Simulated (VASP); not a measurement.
Crystal: LiF.

```
Li F
1.0
     0.00000    2.14461    2.13796
     2.14461    0.00000    2.13796
     2.14461    2.14461    0.00000
Li F
1 1
Direct
  0.00000 0.00000 0.00000
  0.25000 0.25000 0.25000
```

This cell differs from its parent crystal: uniaxial z strain -0.3%.

Base run:

- Program: VASP 6.6.1
- Functional: PBE
- Potentials or basis: VASP PAW PBE potentials, release 64 (Li_sv, F)
- Cutoff: 520 eV
- k mesh: 10 × 10 × 10
- Occupations: fermi-dirac, width 0.02 eV
- Spin: no spin polarisation

Its results: band gap on the k mesh 7.93 eV, direct.

Question: The run is repeated on the same cell with these changes: functional from PBE to r2SCAN; occupations from fermi-dirac, width 0.02 eV to gaussian, width 0.01 eV. What comes out?

Answer: Band gap on the k mesh 8.77 eV, direct.

A k mesh can miss the band edges.
